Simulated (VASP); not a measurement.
Write the native input for VASP 6.6.1 that does the following.

```yaml
Task: single point
Functional: r2SCAN
Potentials_or_basis: VASP PAW PBE potentials, release 64 (Mg_sv, O)
Cutoff: 920 eV
k_mesh: 12 × 12 × 12
Occupations: gaussian, width 0.05 eV
Spin: no spin polarisation
Dipole_correction: no
Further_INCAR_settings: ALGO = Normal; EDIFF = 1e-06; NBANDS = 18
```

The system is MgO2.

```
CELL_PARAMETERS angstrom
1.54458 0.89177 3.49398
-1.54458 0.89177 3.49398
0.00000 -1.78353 3.49398
ATOMIC_POSITIONS crystal
Mg 0.00000 0.00000 0.00000
O 0.42879 0.42879 0.42879
O 0.57121 0.57121 0.57121
```

This cell differs from its parent crystal: strain -0.0375 x Voigt [1, 1, 0, 0, 0, 0].

One way to write it, as run:

POSCAR

```
MgO2
1.0
    1.5445824779      0.8917651094      3.4939788749
   -1.5445824779      0.8917651094      3.4939788749
    0.0000000000     -1.7835302188      3.4939788749
Mg O
1 2
Direct
    0.0000000000      0.0000000000      0.0000000000
    0.4287860000      0.4287860000      0.4287860000
    0.5712140000      0.5712140000      0.5712140000
```

INCAR.step1

```
SYSTEM = MgO2
ALGO = Normal
EDIFF = 1E-5
ENCUT = 920
GGA = PE
GGA_COMPAT = .False.
ISMEAR = 0
LASPH = .True.
LCHARG = .False.
LREAL = .False.
LWAVE = .True.
NBANDS = 18
NELM = 120
PREC = Accurate
SIGMA = 0.05
```

INCAR.step2

```
SYSTEM = MgO2
ALGO = Normal
EDIFF = 1E-6
ENCUT = 920
GGA_COMPAT = .False.
ISIF = 2
ISMEAR = 0
ISTART = 1
LASPH = .True.
LCHARG = .False.
LMIXTAU = .True.
LREAL = .False.
LWAVE = .False.
METAGGA = R2SCAN
NBANDS = 18
NELM = 120
PREC = Accurate
SIGMA = 0.05
```

KPOINTS

```
k-points
0
Gamma
  12 12 12
  0 0 0
```

Potentials or basis: VASP PAW PBE potentials, release 64 (Mg_sv, O).

Run with:

```sh
$ cat potpaw_PBE.64/Mg_sv/POTCAR potpaw_PBE.64/O/POTCAR > POTCAR
$ cp INCAR.step1 INCAR
$ mpirun -np 1 vasp_std > vasp.out
$ cp INCAR.step2 INCAR
$ mpirun -np 1 vasp_std > vasp.out
```

Results of the run:

| Quantity | Value |
| --- | --- |
| Pressure | 4.3 GPa |
| Largest force | 0.576 eV/Å |
| Band gap on the k mesh | 2.80 eV |

Caveat: the cell differs from its parent crystal (strain -0.0375 x Voigt [1, 1, 0, 0, 0, 0]); the stress differs along the axes, from -3 to 8 GPa; the PAW data sets were made with another functional, which shifts forces and pressure a little.

Wall time 8.3 min on 1 thread of Intel(R) Xeon(R) 6975P-C (Granite Rapids), on a shared host, peak memory 0.39 GiB.
